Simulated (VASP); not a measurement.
# InGaPdSe2 (I-4m2) in VASP: single point with PBE

Aim: the single point of InGaPdSe2 with PBE.

All numbers are computed with VASP 6.6.1; they aren't measurements. Logs are shortened: lines on timing, memory, paths and dates and some standing lists are left out, and cuts for length are marked.

**1. The cell of the first run**

The structure is tetragonal, space group I-4m2 (No. 119). Conventional cell: a = 3.864 Å, b = 3.864 Å, c = 14.851 Å, α = 90.00°, β = 90.00°, γ = 90.00°. Within 4.3 Å of In (site symmetry -4m2) lie 8 Se at 3.30 Å and 4 In at 3.86 Å and 4 Ga at 4.19 Å and 4 Pd at 4.19 Å. Ga (site symmetry -4m2) has 4 Se at 2.69 Å and 4 Pd at 2.73 Å within 3.5 Å. Pd (site symmetry -4m2) has 4 Se at 2.69 Å and 4 Ga at 2.73 Å within 3.5 Å. Within 3.5 Å of Se (site symmetry 2mm) lie 2 Ga at 2.69 Å and 2 Pd at 2.69 Å and 4 In at 3.30 Å.

**2. Single point, PBE, collinear spin, ferromagnetic start**

Input file INCAR:

```
PREC = Accurate
ENCUT = 520
EDIFF = 1E-6
ISMEAR = 0
SIGMA = 0.1
LREAL = False
LASPH = True
NELM = 150
ALGO = Normal
ISIF = 2
LWAVE = False
LCHARG = False
ISPIN = 2
MAGMOM = 0 0 1 0 0
LORBIT = 11
LMAXMIX = 4
GGA = PE
NBANDS = 36
```

Input file KPOINTS:

```
regular mesh
0
Gamma
  6 6 6
```

Input file POSCAR:

```
InGaPdSe2
1.0
   -1.9322114598      1.9322114598      7.4255002458
    1.9322114598     -1.9322114598      7.4255002458
    1.9322114598      1.9322114598     -7.4255002458
In Ga Pd Se
1 1 1 2
Direct
    0.0000000000      0.0000000000      0.0000000000
    0.7500000000      0.2500000000      0.5000000000
    0.2500000000      0.7500000000      0.5000000000
    0.6240272323      0.6240272323      0.0000000000
    0.3759727677      0.3759727677      0.0000000000
```

Potentials or basis: VASP PAW PBE potentials, release 64 (In_d, Ga_d, Pd, Se).

The run is started by

```bash
$ cat potpaw_PBE.64/In_d/POTCAR potpaw_PBE.64/Ga_d/POTCAR potpaw_PBE.64/Pd/POTCAR potpaw_PBE.64/Se/POTCAR > POTCAR
$ mpirun -np 1 vasp_std > vasp.out
```

OUTCAR:

```text
PREC = Accurate
   ENCUT = 520
   EDIFF = 1E-6
   ISMEAR = 0
   LREAL = False
   LASPH = True
   NELM = 150
   ISIF = 2
   ISPIN = 2
   LORBIT = 11
   GGA = PE

 ion  position               nearest neighbor table
   1  0.000  0.000  0.000-   4 3.30   4 3.30   4 3.30   5 3.30   4 3.30   5 3.30   5 3.30   5 3.30

   2  0.750  0.250  0.500-   5 2.69   4 2.69   5 2.69   4 2.69   3 2.73   3 2.73   3 2.73   3 2.73

   3  0.250  0.750  0.500-   5 2.69   4 2.69   5 2.69   4 2.69   2 2.73   2 2.73   2 2.73   2 2.73

   4  0.624  0.624  0.000-   3 2.69   2 2.69   2 2.69   3 2.69   1 3.30   1 3.30   1 3.30   1 3.30

   5  0.376  0.376  0.000-   3 2.69   2 2.69   2 2.69   3 2.69   1 3.30   1 3.30   1 3.30   1 3.30

  LATTYP: Found a body centered tetragonal cell.
 ALAT       =     3.8644229196
 C/A-ratio  =     3.8430060065

  Lattice vectors:

 A1 = (  -1.9322114598,   1.9322114598,   7.4255002458)
 A2 = (   1.9322114598,  -1.9322114598,   7.4255002458)
 A3 = (   1.9322114598,   1.9322114598,  -7.4255002458)

Analysis of symmetry for initial positions (statically):
=====================================================================
 Subroutine PRICEL returns:
 Original cell was already a primitive cell.

 Routine SETGRP: Setting up the symmetry group for a
 body centered tetragonal supercell.

 Subroutine GETGRP returns: Found  8 space group operations
 (whereof  8 operations were pure point group operations)
 out of a pool of 16 trial point group operations.

The static configuration has the point symmetry D_2d.

Analysis of symmetry for dynamics (positions and initial velocities):
=====================================================================
 Subroutine PRICEL returns:
 Original cell was already a primitive cell.

 Routine SETGRP: Setting up the symmetry group for a
 body centered tetragonal supercell.

 Subroutine GETGRP returns: Found  8 space group operations
 (whereof  8 operations were pure point group operations)
 out of a pool of 16 trial point group operations.

The dynamic configuration has the point symmetry D_2d.

Analysis of structural, dynamic, and magnetic symmetry:
=====================================================================
 Subroutine PRICEL returns:
 Original cell was already a primitive cell.

 Routine SETGRP: Setting up the symmetry group for a
 body centered tetragonal supercell.

 Subroutine GETGRP returns: Found  8 space group operations
 (whereof  8 operations were pure point group operations)
 out of a pool of 16 trial point group operations.

The overall configuration has the point symmetry D_2d.

 Subroutine INISYM returns: Found  8 space group operations
 (whereof  8 operations are pure point group operations),
 and found     1 'primitive' translations

----------------------------------------------------------------------------------------

                                     Primitive cell

  volume of cell :     110.8907

  direct lattice vectors                    reciprocal lattice vectors
    -1.932211460  1.932211460  7.425500246     0.000000000  0.258770849  0.067335531
     1.932211460 -1.932211460  7.425500246     0.258770849  0.000000000  0.067335531
     1.932211460  1.932211460 -7.425500246     0.258770849  0.258770849  0.000000000

  length of vectors
     7.912328112  7.912328112  7.912328112     0.267388156  0.267388156  0.365957244

  position of ions in fractional coordinates (direct lattice)
     0.000000000  0.000000000  0.000000000
     0.750000000  0.250000000  0.500000000
     0.250000000  0.750000000  0.500000000
     0.624027232  0.624027232  0.000000000
     0.375972768  0.375972768  0.000000000

  ion indices of the primitive-cell ions
   primitive index   ion index
                 1           1
                 2           2
[... 24 lines left out ...]

 Subroutine IBZKPT returns following result:
 ===========================================

 Found     30 irreducible k-points:

 Following reciprocal coordinates:
            Coordinates               Weight
  0.000000  0.000000  0.000000      1.000000
  0.166667  0.000000 -0.000000      8.000000
  0.333333  0.000000  0.000000      8.000000
  0.500000  0.000000  0.000000      4.000000
  0.166667  0.166667 -0.000000      8.000000
  0.333333  0.166667  0.000000     16.000000
[... 16 lines left out ...]
 -0.333333 -0.333333  0.166667      8.000000
 -0.166667 -0.333333  0.166667      8.000000
 [... further k-points ...]
   k-points           NKPTS =     30   k-points in BZ     NKDIM =     30   number of bands    NBANDS=     36
   number of dos      NEDOS =    301   number of ions     NIONS =      5
   total plane-waves  NPLWV = 216000
   dimension x,y,z NGX =    60 NGY =   60 NGZ =   60
   dimension x,y,z NGXF=   120 NGYF=  120 NGZF=  120
   ions per type =               1   1   1   2
   NGX,Y,Z   is equivalent  to a cutoff of  12.61, 12.61, 12.61 a.u.
   NGXF,Y,Z  is equivalent  to a cutoff of  25.21, 25.21, 25.21 a.u.
 SYSTEM =  unknown system
   PREC   = accura    normal or accurate (medium, high low for compatibility)
   ISTART =      0    job   : 0-new  1-cont  2-samecut
   ICHARG =      2    charge: 1-file 2-atom 10-const
   ISPIN  =      2    spin polarized calculation?
   LNONCOLLINEAR =      F non collinear calculations
   LSORBIT =      F    spin-orbit coupling
   LASPH  =      T    aspherical Exc in radial PAW
   ENCUT  =  520.0 eV  38.22 Ry    6.18 a.u.  14.71 14.71 14.71*2*pi/ulx,y,z
   NELM   =    150;   NELMIN=  2; NELMDL= -5     # of ELM steps
   EDIFF  = 0.1E-05   stopping-criterion for ELM
   LREAL  =      F    real-space projection
   EDIFFG = 0.1E-04   stopping-criterion for IOM
   NSW    =      0    number of steps for IOM
   IBRION =     -1    ionic relax: 0-MD 1-quasi-New 2-CG
   NFREE  =      0    steps in history (QN), initial steepest desc. (CG)
   ISIF   =      2    stress and relaxation
   ISYM   =      2    0-nonsym 1-usesym 2-fastsym
   POTIM  = 0.5000    time-step for ionic-motion
   TEBEG  =    0.0;   TEEND  =   0.0 temperature during run
   PSTRESS=    0.0 pullay stress
   NELECT =      48.0000    total number of electrons
   NUPDOWN=      -1.0000    fix difference up-down
   EMIN   =  10.00;   EMAX   =-10.00  energy-range for DOS
   EFERMI =   0.00;   METHOD = LEGACY
   ISMEAR =     0;   SIGMA  =   0.10  broadening in eV -4-tet -1-fermi 0-gaus
   EFERMI_NEDOS =   21; number of points for ismear=-14 and -15
   IALGO  =     38    algorithm
   IMIX   =      4    mixing-type and parameters
     AMIX     =   0.40;   BMIX     =  1.00
     AMIX_MAG =   1.60;   BMIX_MAG =  1.00
  volume/ion in A,a.u.               =      22.18       149.67
  Fermi-wavevector in a.u.,A,eV,Ry     =   1.238388  2.340215 20.865977  1.533606
  Thomas-Fermi vector in A             =   2.372916
   LORBIT       =     11    0 simple, 1 ext, 2 COOP (PROOUT), +10 PAW based schemes
   GGA     = PE    functional components
   LHFCALC =     F    Hartree Fock is set to
   AEXX    =    0.0000 exact exchange contribution
   IVDW    =     0    specifies the selected vdW correction
   LEPSILON=     F    determine dielectric tensor
   LRPA    =     F    only Hartree local field effects (RPA)
 spin polarized calculation
 Gauss-broadening in eV      SIGMA  =   0.10
  energy-cutoff  :      520.00
  volume of cell :      110.89
 maximum number of plane-waves:      3001
   NGX = 29   NGY = 29   NGZ = 29

 number of electron      48.0000000 magnetization      -0.0016116

 number of electron      48.0000000 magnetization       0.0004269

 Free energy of the ion-electron system (eV)
  ---------------------------------------------------
  ext. energy  EPLUGINS =         0.00000000
  ---------------------------------------------------
  free energy    TOTEN  =       -19.00643899 eV

  energy without entropy =      -19.00119657  energy(sigma->0) =      -19.00381778

 E-fermi :   5.8285     XC(G=0): -10.3011

 val. band max:        5.7655268662   @ k =   0.5000   0.5000   0.5000
 cond. band min:       5.8504799854   @ k =   0.5000   0.5000   0.0000
 fundamental gap:      0.0849531192
 Fermi energy:         5.8285449915

 spin component 1

 k-point     1 :       0.0000    0.0000    0.0000
  band No.  band energies     occupation
      1      -9.6248      1.00000
      2      -9.5753      1.00000
      3      -9.5679      1.00000
      4      -9.5598      1.00000
      5      -9.5598      1.00000
      6      -8.7301      1.00000
[... 925 lines left out ...]
     35      14.8543      0.00000
     36      15.7064      0.00000

 [... further k-points ...]

 spin component 2

 k-point     1 :       0.0000    0.0000    0.0000
  band No.  band energies     occupation
      1      -9.6247      1.00000
      2      -9.5753      1.00000
      3      -9.5678      1.00000
      4      -9.5598      1.00000
      5      -9.5598      1.00000
      6      -8.7301      1.00000
[... 925 lines left out ...]
     35      14.8543      0.00000
     36      15.7069      0.00000

 [... further k-points ...]

------------------------ aborting loop because EDIFF is reached ----------------------------------------

  FORCE on cell =-STRESS in cart. coord.  units (eV):
  Direction    XX          YY          ZZ          XY          YZ          ZX
  --------------------------------------------------------------------------------------
  -------------------------------------------------------------------------------------
  Total       -0.1301906     -0.1301906     -0.1076316      0.0000000      0.0000000      0.0000000
  in kB       -1.8810277     -1.8810277     -1.5550895      0.0000000      0.0000000      0.0000000
  external PRESSURE =      -1.7723816 kB  Pullay stress =       0.0000000 kB

 VOLUME and BASIS-vectors are now :
 -----------------------------------------------------------------------------
  energy-cutoff  :      520.00
  volume of cell :      110.89
      direct lattice vectors                 reciprocal lattice vectors
    -1.932211460  1.932211460  7.425500246     0.000000000  0.258770849  0.067335531
     1.932211460 -1.932211460  7.425500246     0.258770849  0.000000000  0.067335531
     1.932211460  1.932211460 -7.425500246     0.258770849  0.258770849  0.000000000

 POSITION                                       TOTAL-FORCE (eV/Angst)
 -----------------------------------------------------------------------------------
      0.00000      0.00000      0.00000         0.000000     -0.000000      0.000000
     -0.00000      1.93221      3.71275         0.000000     -0.000000      0.000000
      1.93221     -0.00000      3.71275         0.000000     -0.000000      0.000000
      0.00000      0.00000      9.26743        -0.000000      0.000000     -0.012179
      0.00000      0.00000      5.58357        -0.000000      0.000000      0.012179
 -----------------------------------------------------------------------------------
    total drift:                                0.000000     -0.000000      0.000000

  FREE ENERGIE OF THE ION-ELECTRON SYSTEM (eV)
  ---------------------------------------------------
  free  energy   TOTEN  =       -19.0064389924 eV

  energy  without entropy=      -19.0011965668  energy(sigma->0) =      -19.00381778

 total charge

# of ion       s       p       d       tot
------------------------------------------
    1        1.114   0.247   9.854  11.215
    2        0.865   0.608  10.003  11.476
    3        0.382   0.402   8.658   9.442
    4        1.486   2.239   0.043   3.768
    5        1.486   2.239   0.043   3.768
--------------------------------------------------
tot          5.333   5.735  28.601  39.668

 magnetization (x)

# of ion       s       p       d       tot
------------------------------------------
    1       -0.000  -0.000   0.000  -0.000
    2        0.000   0.000   0.000   0.000
    3        0.000   0.000  -0.000  -0.000
    4       -0.000  -0.000   0.000  -0.000
    5       -0.000  -0.000   0.000  -0.000
--------------------------------------------------
tot          0.000  -0.000  -0.000  -0.000
```

Wall time 18 min (1 thread of Intel Xeon Platinum 8259CL at 2.50GHz (Skylake/Cascade Lake), shared host); peak memory 0.75 GiB.

Results:

```yaml
Free_energy: -19.0064 eV
Pressure: -0.2 GPa
Largest_force: 0.012 eV/Å
Band_gap_on_the_k_mesh: zero (filled and empty bands overlap)
Net_moment: 0.00 μB per cell
Valence_electrons_inside_the_program's_atomic_spheres: In 11.21; Ga 11.48; Pd 9.44; Se 3.77
```

Forces in eV/Å, atoms in the order of the input:
```
In   0.000  0.000  0.000
Ga   0.000  0.000  0.000
Pd   0.000  0.000  0.000
Se   0.000  0.000 -0.012
Se   0.000  0.000  0.012
```

Levels at points of the mesh, in eV from the Fermi level:
Spin up:
```csv
k point,band 22,band 23,band 24,band 25,band 26,band 27
"(0.00, 0.00, 0.00)",-1.75,-0.48,-0.48,1.36,1.39,3.65
"(0.50, 0.00, 0.00)",-1.14,-0.89,-0.23,-0.23,2.26,2.77
"(0.50, 0.50, 0.00)",-2.18,-2.15,-1.85,0.02,1.45,1.65
"(0.50, 0.50, 0.50)",-1.50,-0.18,-0.06,-0.06,2.76,2.76
```
Spin down:
```
           k point  band 20  band 21  band 22  band 23  band 24  band 25  band 26  band 27  band 28  band 29
(0.00, 0.00, 0.00)    -2.47    -2.24    -1.75    -0.48    -0.48     1.36     1.39     3.65     3.65     3.80
(0.50, 0.00, 0.00)    -2.39    -1.90    -1.14    -0.89    -0.23    -0.23     2.26     2.77     4.02     4.55
(0.50, 0.50, 0.00)    -2.62    -2.47    -2.18    -2.15    -1.85     0.02     1.45     1.65     1.99     2.15
(0.50, 0.50, 0.50)    -2.68    -2.34    -1.50    -0.18    -0.06    -0.06     2.76     2.76     3.00     3.79
```

Caveat: the k points lie up to 0.38 Å⁻¹ apart; spin-orbit coupling is left out, which moves the levels of the heavy elements.
